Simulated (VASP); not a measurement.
# B2Sb3Os (P4/mmm) in VASP: a series of runs

Runs on B2Sb3Os. Level: PBE. Tasks: single point, relaxation of cell and atoms.

All numbers are computed with VASP 6.6.1; they aren't measurements. Logs are shortened: lines on timing, memory, paths and dates and some standing lists are left out, and cuts for length are marked.

### Step 1. The cell of the first run

The structure is tetragonal, space group P4/mmm (No. 123). Conventional cell: a = 4.795 Å, b = 4.795 Å, c = 4.546 Å, α = 90.00°, β = 90.00°, γ = 90.00°. B (site symmetry 4/mmm) has 6 Sb at 2.27 to 2.40 Å within 3.0 Å. B (site symmetry 4/mmm) has 2 Os at 2.27 Å and 4 Sb at 2.40 Å within 3.0 Å. Sb (site symmetry mmm) has 4 B at 2.40 Å and 8 Sb at 3.30 to 3.39 Å and 4 Os at 3.30 Å within 3.4 Å. Within 3.0 Å of Sb (site symmetry 4/mmm) lie 2 B at 2.27 Å. Os (site symmetry 4/mmm) has 2 B at 2.27 Å within 3.0 Å.

The cell was generated, and may not be a known phase.

### Step 2. Single point, PBE

The input, INCAR:

```
SYSTEM = B2Sb3Os
PREC     = Accurate       ! precision mode
ENCUT    = 520            ! plane-wave cutoff, eV
EDIFF    = 1E-7           ! SCF threshold, eV
ISMEAR   = 0              ! smearing method
SIGMA    = 0.1            ! smearing width, eV
LREAL    = .False.        ! projectors in reciprocal space
LASPH    = .True.         ! aspherical terms in the spheres
NELM     = 60             ! most SCF steps
ALGO     = Normal         ! electronic algorithm
ISIF     = 2              ! what is computed and relaxed
LWAVE    = .False.        ! write WAVECAR
LCHARG   = .False.        ! write CHGCAR
GGA      = PE             ! functional
NBANDS   = 24             ! bands
```

The input, KPOINTS:

```
Automatic mesh
0
Gamma
  4 4 4
  0 0 0
```

The input, POSCAR:

```
B2Sb3Os
1.0
    4.7947358150      0.0000000000      0.0000000000
    0.0000000000      4.7947358150      0.0000000000
    0.0000000000      0.0000000000      4.5463106329
B Sb Os
2 3 1
Direct
    0.5000000000      0.5000000000      0.0000000000
    0.0000000000      0.0000000000      0.0000000000
    0.0000000000      0.5000000000      0.0000000000
    0.5000000000      0.0000000000      0.0000000000
    0.5000000000      0.5000000000      0.5000000000
    0.0000000000      0.0000000000      0.5000000000
```

Potentials or basis: VASP PAW PBE potentials, release 64 (B, Sb, Os).

Started as:

```console
> cat potpaw_PBE.64/B/POTCAR potpaw_PBE.64/Sb/POTCAR potpaw_PBE.64/Os/POTCAR > POTCAR
> mpirun -np 1 vasp_std > vasp.out
```

OUTCAR:

```text
SYSTEM = B2Sb3Os
   PREC = Accurate
   ENCUT = 520
   EDIFF = 1E-7
   ISMEAR = 0
   LREAL = .False.
   LASPH = .True.
   NELM = 60
   ISIF = 2
   GGA = PE

 ion  position               nearest neighbor table
   1  0.500  0.500  0.000-   5 2.27   5 2.27   3 2.40   4 2.40   4 2.40   3 2.40
   2  0.000  0.000  0.000-   6 2.27   6 2.27   3 2.40   4 2.40   3 2.40   4 2.40
   3  0.000  0.500  0.000-   1 2.40   2 2.40   2 2.40   1 2.40   5 3.30   6 3.30   5 3.30   6 3.30
                             6 3.30   6 3.30   5 3.30   5 3.30   4 3.39   4 3.39   4 3.39   4 3.39
   4  0.500  0.000  0.000-   1 2.40   2 2.40   1 2.40   2 2.40   5 3.30   6 3.30   5 3.30   5 3.30
                             5 3.30   6 3.30   6 3.30   6 3.30   3 3.39   3 3.39   3 3.39   3 3.39
   5  0.500  0.500  0.500-   1 2.27   1 2.27   4 3.30   3 3.30   3 3.30   4 3.30   4 3.30   4 3.30
                             3 3.30   3 3.30   6 3.39   6 3.39   6 3.39   6 3.39
   6  0.000  0.000  0.500-   2 2.27   2 2.27   4 3.30   3 3.30   3 3.30   4 3.30   3 3.30   3 3.30
                             4 3.30   4 3.30   5 3.39   5 3.39   5 3.39   5 3.39

  LATTYP: Found a simple tetragonal cell.
 ALAT       =     4.7947358150
 C/A-ratio  =     0.9481879312

  Lattice vectors:

 A1 = (   4.7947358150,   0.0000000000,   0.0000000000)
 A2 = (   0.0000000000,   4.7947358150,   0.0000000000)
 A3 = (   0.0000000000,   0.0000000000,   4.5463106329)

Analysis of symmetry for initial positions (statically):
=====================================================================
 Subroutine PRICEL returns:
 Original cell was already a primitive cell.

 Routine SETGRP: Setting up the symmetry group for a
 simple tetragonal supercell.

 Subroutine GETGRP returns: Found 16 space group operations
 (whereof 16 operations were pure point group operations)
 out of a pool of 16 trial point group operations.

The static configuration has the point symmetry D_4h.

Analysis of symmetry for dynamics (positions and initial velocities):
=====================================================================
 Subroutine PRICEL returns:
 Original cell was already a primitive cell.

 Routine SETGRP: Setting up the symmetry group for a
 simple tetragonal supercell.

 Subroutine GETGRP returns: Found 16 space group operations
 (whereof 16 operations were pure point group operations)
 out of a pool of 16 trial point group operations.

The dynamic configuration has the point symmetry D_4h.

 Subroutine INISYM returns: Found 16 space group operations
 (whereof 16 operations are pure point group operations),
 and found     1 'primitive' translations

----------------------------------------------------------------------------------------

                                     Primitive cell

  volume of cell :     104.5174

  direct lattice vectors                    reciprocal lattice vectors
     4.794735815  0.000000000  0.000000000     0.208562064  0.000000000  0.000000000
     0.000000000  4.794735815  0.000000000     0.000000000  0.208562064  0.000000000
     0.000000000  0.000000000  4.546310633     0.000000000  0.000000000  0.219958573

  length of vectors
     4.794735815  4.794735815  4.546310633     0.208562064  0.208562064  0.219958573

  position of ions in fractional coordinates (direct lattice)
     0.500000000  0.500000000  0.000000000
     0.000000000  0.000000000  0.000000000
     0.000000000  0.500000000  0.000000000
     0.500000000  0.000000000  0.000000000
     0.500000000  0.500000000  0.500000000
     0.000000000  0.000000000  0.500000000

  ion indices of the primitive-cell ions
   primitive index   ion index
                 1           1
                 2           2
                 3           3
                 4           4
                 5           5
                 6           6

----------------------------------------------------------------------------------------

 KPOINTS: Automatic mesh

Automatic generation of k-mesh.
 Grid dimensions read from file:
 generate k-points for:    4    4    4

 Generating k-lattice:

  Cartesian coordinates                     Fractional coordinates (reciprocal lattice)
     0.052140516  0.000000000  0.000000000     0.250000000  0.000000000  0.000000000
     0.000000000  0.052140516  0.000000000     0.000000000  0.250000000  0.000000000
     0.000000000  0.000000000  0.054989643     0.000000000  0.000000000  0.250000000

  Length of vectors
     0.052140516  0.052140516  0.054989643

  Shift w.r.t. Gamma in fractional coordinates (k-lattice)
     0.000000000  0.000000000  0.000000000

 Subroutine IBZKPT returns following result:
 ===========================================

 Found     18 irreducible k-points:

 Following reciprocal coordinates:
            Coordinates               Weight
  0.000000  0.000000  0.000000      1.000000
  0.250000  0.000000  0.000000      4.000000
  0.500000  0.000000  0.000000      2.000000
  0.250000  0.250000  0.000000      4.000000
  0.500000  0.250000  0.000000      4.000000
  0.500000  0.500000  0.000000      1.000000
[... 10 lines left out ...]
  0.500000  0.250000  0.500000      4.000000
  0.500000  0.500000  0.500000      1.000000
   k-points           NKPTS =     18   k-points in BZ     NKDIM =     18   number of bands    NBANDS=     24
   number of dos      NEDOS =    301   number of ions     NIONS =      6
   total plane-waves  NPLWV =  46656
   dimension x,y,z NGX =    36 NGY =   36 NGZ =   36
   dimension x,y,z NGXF=    72 NGYF=   72 NGZF=   72
   ions per type =               2   3   1
   NGX,Y,Z   is equivalent  to a cutoff of  12.48, 12.48, 13.16 a.u.
   NGXF,Y,Z  is equivalent  to a cutoff of  24.96, 24.96, 26.33 a.u.
 SYSTEM =  B2Sb3Os
   PREC   = accura    normal or accurate (medium, high low for compatibility)
   ISTART =      0    job   : 0-new  1-cont  2-samecut
   ICHARG =      2    charge: 1-file 2-atom 10-const
   ISPIN  =      1    spin polarized calculation?
   LNONCOLLINEAR =      F non collinear calculations
   LSORBIT =      F    spin-orbit coupling
   LASPH  =      T    aspherical Exc in radial PAW
   ENCUT  =  520.0 eV  38.22 Ry    6.18 a.u.   8.92  8.92  8.45*2*pi/ulx,y,z
   NELM   =     60;   NELMIN=  2; NELMDL= -5     # of ELM steps
   EDIFF  = 0.1E-06   stopping-criterion for ELM
   LREAL  =      F    real-space projection
   EDIFFG = 0.1E-05   stopping-criterion for IOM
   NSW    =      0    number of steps for IOM
   IBRION =     -1    ionic relax: 0-MD 1-quasi-New 2-CG
   NFREE  =      0    steps in history (QN), initial steepest desc. (CG)
   ISIF   =      2    stress and relaxation
   ISYM   =      2    0-nonsym 1-usesym 2-fastsym
   POTIM  = 0.5000    time-step for ionic-motion
   TEBEG  =    0.0;   TEEND  =   0.0 temperature during run
   PSTRESS=    0.0 pullay stress
   NELECT =      29.0000    total number of electrons
   NUPDOWN=      -1.0000    fix difference up-down
   EMIN   =  10.00;   EMAX   =-10.00  energy-range for DOS
   EFERMI =   0.00;   METHOD = LEGACY
   ISMEAR =     0;   SIGMA  =   0.10  broadening in eV -4-tet -1-fermi 0-gaus
   EFERMI_NEDOS =   21; number of points for ismear=-14 and -15
   IALGO  =     38    algorithm
   IMIX   =      4    mixing-type and parameters
     AMIX     =   0.40;   BMIX     =  1.00
     AMIX_MAG =   1.60;   BMIX_MAG =  1.00
  volume/ion in A,a.u.               =      17.42       117.55
  Fermi-wavevector in a.u.,A,eV,Ry     =   1.067771  2.017794 15.512469  1.140134
  Thomas-Fermi vector in A             =   2.203398
   LORBIT       =      0    0 simple, 1 ext, 2 COOP (PROOUT), +10 PAW based schemes
   GGA     = PE    functional components
   LHFCALC =     F    Hartree Fock is set to
   AEXX    =    0.0000 exact exchange contribution
   IVDW    =     0    specifies the selected vdW correction
   LEPSILON=     F    determine dielectric tensor
   LRPA    =     F    only Hartree local field effects (RPA)
 non-spin polarized calculation
 Gauss-broadening in eV      SIGMA  =   0.10
  energy-cutoff  :      520.00
  volume of cell :      104.52
 maximum number of plane-waves:      2840
 NGX is ok and might be reduce to    36
   NGX = 17   NGY = 17   NGZ = 17

 number of electron      29.0000002 magnetization

 Free energy of the ion-electron system (eV)
  ---------------------------------------------------
  ext. energy  EPLUGINS =         0.00000000
  ---------------------------------------------------
  free energy    TOTEN  =       -31.02114251 eV

  energy without entropy =      -31.00750199  energy(sigma->0) =      -31.01432225

 E-fermi :   8.8537     XC(G=0): -11.1983

 val. band max:        8.8375281650   @ k =   0.2500   0.0000   0.5000
 cond. band min:       8.9019283187   @ k =   0.5000   0.2500   0.2500
 fundamental gap:      0.0644001537
 Fermi energy:         8.8536679231

 k-point     1 :       0.0000    0.0000    0.0000
  band No.  band energies     occupation
      1      -5.3798      2.00000
      2      -0.3355      2.00000
      3       0.4781      2.00000
      4       1.9818      2.00000
      5       1.9818      2.00000
      6       2.6708      2.00000
[... 16 lines left out ...]
     23      14.6971      0.00000
     24      14.6971      0.00000

 k-point     2 :       0.2500    0.0000    0.0000
  band No.  band energies     occupation
      1      -5.0002      2.00000
      2      -1.7720      2.00000
      3       0.2897      2.00000
      4       2.3338      2.00000
      5       2.8927      2.00000
      6       2.9973      2.00000
[... 16 lines left out ...]
     23      14.6247      0.00000
     24      14.6586      0.00000

 k-point     3 :       0.5000    0.0000    0.0000
  band No.  band energies     occupation
      1      -4.1897      2.00000
      2      -3.3001      2.00000
      3       0.7577      2.00000
      4       2.1533      2.00000
      5       3.0208      2.00000
      6       3.1745      2.00000
[... 16 lines left out ...]
     23      14.2168      0.00000
     24      14.3020      0.00000
[... 352 lines left out ...]
 k-point    17 :       0.5000    0.2500    0.5000
  band No.  band energies     occupation
      1      -2.8333      2.00000
      2      -2.4074      2.00000
      3      -1.5003      2.00000
      4       0.3517      2.00000
      5       1.0123      2.00000
      6       2.7714      2.00000
[... 16 lines left out ...]
     23      14.0150      0.00000
     24      14.9912      0.00000

 k-point    18 :       0.5000    0.5000    0.5000
  band No.  band energies     occupation
      1      -1.9265      2.00000
      2      -1.9265      2.00000
      3      -1.3528      2.00000
      4      -1.3088      2.00000
      5      -0.1808      2.00000
      6       3.8702      2.00000
[... 16 lines left out ...]
     23      12.7147      0.00000
     24      12.7810      0.00000

------------------------ aborting loop because EDIFF is reached ----------------------------------------

  FORCE on cell =-STRESS in cart. coord.  units (eV):
  Direction    XX          YY          ZZ          XY          YZ          ZX
  --------------------------------------------------------------------------------------
  -------------------------------------------------------------------------------------
  Total        0.1614552      0.1614552      0.1319626      0.0000000      0.0000000      0.0000000
  in kB        2.4749939      2.4749939      2.0228929      0.0000000      0.0000000      0.0000000
  external PRESSURE =       2.3242935 kB  Pullay stress =       0.0000000 kB

 VOLUME and BASIS-vectors are now :
 -----------------------------------------------------------------------------
  energy-cutoff  :      520.00
  volume of cell :      104.52
      direct lattice vectors                 reciprocal lattice vectors
     4.794735815  0.000000000  0.000000000     0.208562064  0.000000000  0.000000000
     0.000000000  4.794735815  0.000000000     0.000000000  0.208562064  0.000000000
     0.000000000  0.000000000  4.546310633     0.000000000  0.000000000  0.219958573

 POSITION                                       TOTAL-FORCE (eV/Angst)
 -----------------------------------------------------------------------------------
      2.39737      2.39737      0.00000         0.000000      0.000000      0.000000
      0.00000      0.00000      0.00000         0.000000      0.000000      0.000000
      0.00000      2.39737      0.00000         0.000000      0.000000      0.000000
      2.39737      0.00000      0.00000         0.000000      0.000000      0.000000
      2.39737      2.39737      2.27316         0.000000      0.000000      0.000000
      0.00000      0.00000      2.27316         0.000000      0.000000      0.000000
 -----------------------------------------------------------------------------------
    total drift:                               -0.000000      0.000000     -0.000000

  FREE ENERGIE OF THE ION-ELECTRON SYSTEM (eV)
  ---------------------------------------------------
  free  energy   TOTEN  =       -31.0211425086 eV

  energy  without entropy=      -31.0075019870  energy(sigma->0) =      -31.01432225
```

It took 89 s on 1 thread of Oxide Virtual Turin-like, shared host; peak memory 0.19 GiB.

Results:

```
Free energy            : -31.0211 eV
Pressure               : 0.2 GPa
Band gap on the k mesh : zero (an odd number of electrons rules out a gap without spin polarisation)
```

Caveat: spin-orbit coupling is left out, which moves the levels of the heavy elements.

### Step 3. Single point, PBE

This run uses another cell than the first one, of 22.33 Å³/atom.

The input, INCAR:

```
PREC = Accurate
ENCUT = 520
EDIFF = 1E-7
ISMEAR = 0
SIGMA = 0.1
LREAL = False
LASPH = True
NELM = 80
ALGO = Normal
ISIF = 2
LWAVE = False
LCHARG = True
GGA = PE
LELF = True
LVHAR = True
NBANDS = 24
```

The input, KPOINTS:

```
Automatic mesh
0
Gamma
  4 4 4
```

POSCAR: that of step 2 with these lines changed.

```diff
@@ -2,5 +2,5 @@
 1.0
-    4.7947358150      0.0000000000      0.0000000000
-    0.0000000000      4.7947358150      0.0000000000
-    0.0000000000      0.0000000000      4.5463106329
+    4.7632302200      0.0000000000      0.0000000000
+    0.0000000000      4.7632302200      0.0000000000
+    0.0000000000      0.0000000000      5.9039659300
 B Sb Os
```

Potentials or basis: VASP PAW PBE potentials, release 64 (B, Sb, Os).

Started as:

```console
> cat potpaw_PBE.64/B/POTCAR potpaw_PBE.64/Sb/POTCAR potpaw_PBE.64/Os/POTCAR > POTCAR
> mpirun -np 1 vasp_std > vasp.out
```

Run time: 2 min. Hardware: 1 thread of Oxide Virtual Turin-like, shared host; peak memory 0.23 GiB.

It converged, with:

```yaml
Free_energy: -27.7432 eV
Pressure: -11.9 GPa
Band_gap_on_the_k_mesh: zero (an odd number of electrons rules out a gap without spin polarisation)
```

Stress tensor (GPa, compression positive):
```
 -7.87   0.00   0.00
  0.00  -7.87   0.00
  0.00   0.00 -19.89
```

Levels at points of the mesh, in eV from the Fermi level:
| k point | band 11 | band 12 | band 13 | band 14 | band 15 | band 16 | band 17 | band 18 |
| --- | --- | --- | --- | --- | --- | --- | --- | --- |
| (0.00, 0.00, 0.00) | -0.58 | -0.56 | -0.56 | -0.52 | -0.33 | 0.10 | 0.10 | 0.49 |
| (0.50, 0.00, 0.00) | -1.49 | -0.50 | -0.32 | -0.28 | 0.18 | 1.98 | 2.01 | 2.12 |
| (0.50, 0.50, 0.00) | -0.59 | -0.51 | -0.12 | 0.04 | 0.13 | 1.02 | 1.02 | 1.64 |
| (0.00, 0.00, 0.50) | -0.52 | -0.52 | -0.51 | -0.32 | -0.08 | -0.04 | -0.04 | 0.04 |
| (0.50, 0.00, 0.50) | -1.15 | -0.78 | -0.25 | -0.08 | 1.05 | 1.61 | 1.79 | 2.03 |
| (0.50, 0.50, 0.50) | -0.45 | -0.09 | -0.08 | 0.77 | 1.01 | 1.73 | 1.73 | 1.79 |

Caveat: the stress differs along the axes, from -20 to -8 GPa; spin-orbit coupling is left out, which moves the levels of the heavy elements.

### Step 4. Single point, PBE

This run uses another cell than the first one, of 17.65 Å³/atom.

The input, INCAR:

```
SYSTEM = B2Sb3Os
PREC     = Accurate       ! precision mode
ENCUT    = 520            ! plane-wave cutoff, eV
EDIFF    = 1E-6           ! SCF threshold, eV
ISMEAR   = 0              ! smearing method
SIGMA    = 0.1            ! smearing width, eV
LREAL    = .FALSE.        ! projectors in reciprocal space
LASPH    = .TRUE.         ! aspherical terms in the spheres
NELM     = 60             ! most SCF steps
ALGO     = Fast           ! electronic algorithm
ISIF     = 2              ! what is computed and relaxed
LWAVE    = .FALSE.        ! write WAVECAR
LCHARG   = .FALSE.        ! write CHGCAR
GGA      = PE             ! functional
NBANDS   = 24             ! bands
```

The input, KPOINTS:

```
Automatic mesh
0
G
  8 8 8
  0 0 0
```

POSCAR: that of step 3 with these lines changed.

```diff
@@ -2,5 +2,5 @@
 1.0
-    4.7632302200      0.0000000000      0.0000000000
-    0.0000000000      4.7632302200      0.0000000000
-    0.0000000000      0.0000000000      5.9039659300
+    4.8893946738      0.0000000000      0.0000000000
+    0.0000000000      4.8893946738      0.0000000000
+    0.0000000000      0.0000000000      4.4285964345
 B Sb Os
```

Started as:

```console
> cat potpaw_PBE.64/B/POTCAR potpaw_PBE.64/Sb/POTCAR potpaw_PBE.64/Os/POTCAR > POTCAR
> mpirun -np 1 vasp_std > vasp.out
```

It took 5.4 min on 1 thread of Oxide Virtual Turin-like, shared host; peak memory 0.3 GiB.

Results (log left out):

* Free energy: -31.0318 eV
* Pressure: 0.0 GPa
* Band gap on the k mesh: zero (an odd number of electrons rules out a gap without spin polarisation)

Stress tensor (GPa, compression positive):
```
-0.09  0.00  0.00
 0.00 -0.09  0.00
 0.00  0.00  0.25
```

Levels at points of the mesh, in eV from the Fermi level:
```tsv
k point	band 11	band 12	band 13	band 14	band 15	band 16	band 17	band 18	band 19	band 20
(0.00, 0.00, 0.00)	-1.66	-1.66	-1.63	-1.30	-0.74	0.48	0.95	0.95	1.66	3.31
(0.50, 0.00, 0.00)	-2.07	-1.62	-1.40	-1.12	0.61	0.78	1.48	1.59	2.21	2.35
(0.50, 0.50, 0.00)	-1.23	-1.23	-0.93	-0.86	0.67	0.67	1.33	1.33	1.64	2.52
(0.00, 0.00, 0.50)	-2.35	-2.07	-2.07	-1.28	-1.16	1.09	1.09	1.74	2.94	4.48
(0.50, 0.00, 0.50)	-1.80	-1.34	-1.16	0.78	0.85	0.99	1.68	1.76	2.65	3.15
(0.50, 0.50, 0.50)	-1.67	-0.87	-0.82	1.74	1.74	1.93	2.12	2.28	3.62	3.72
```

Caveat: spin-orbit coupling is left out, which moves the levels of the heavy elements.

(Part 1 of 2 ends here.)

The gap in the log of VASP goes by the Fermi energy; the results here count the filled bands.